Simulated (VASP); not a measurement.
A run of VASP 6.6.1:

The input INCAR:

```
PREC = Accurate
ENCUT = 520
EDIFF = 1E-6
ISMEAR = 0
SIGMA = 0.1
LREAL = Auto
LASPH = True
NELM = 100
ALGO = Normal
ISIF = 2
LWAVE = False
LCHARG = False
LDIPOL = True
IDIPOL = 3
DIPOL = 0.5 0.5 0.322
GGA = PE
NBANDS = 58
```

KPOINTS

```
Automatic mesh
0
Gamma
  4 3 1
```

POSCAR

```
C
1.0
    8.5436715397      0.0000000000      0.0000000000
   -2.1359178849      8.6110540261      0.0000000000
    0.0000000000      0.0000000000     20.2788007832
C
21
Direct
    0.0782061927      0.9794914374      0.1972503228
    0.5782061927      0.9794914374      0.1972503228
    0.4115395260      0.9794914374      0.1972503228
    0.9115395260      0.9794914374      0.1972503228
    0.3230790521      0.9589828749      0.2574344515
    0.8230790521      0.9589828749      0.2574344515
    0.1564123854      0.9589828749      0.2574344515
    0.6564123854      0.9589828749      0.2574344515
    0.0669021140      0.9383828210      0.3175270363
    0.5669021140      0.9383828210      0.3175270363
    0.4022889475      0.9383826198      0.3175270428
    0.9022889475      0.9383826198      0.3175270428
    0.3111130272      0.9176686575      0.3778997954
    0.8111130272      0.9176686575      0.3778997954
    0.1477209690      0.9176686633      0.3778997232
    0.6477209690      0.9176686633      0.3778997232
    0.0473696781      0.8987954720      0.4329048592
    0.5473696781      0.8987954720      0.4329048592
    0.4020261490      0.8987947670      0.4329053220
    0.9020261490      0.8987947670      0.4329053220
    0.0473696781      1.6487954720      0.4325608190
```

Potentials or basis: VASP PAW PBE potentials, release 64 (C).

Launch:

```bash
$ cat potpaw_PBE.64/C/POTCAR > POTCAR
$ mpirun -np 1 vasp_std > vasp.out
```

Hardware: 1 thread of Intel(R) Xeon(R) 6975P-C (Granite Rapids) (shared host).

Task: How long does it take, and how much memory?

Result: Run time: 20 min on 1 thread of Intel(R) Xeon(R) 6975P-C (Granite Rapids), with other jobs on the host, peak memory 1.3 GiB. Counts: scf iterations 29, k points 7.
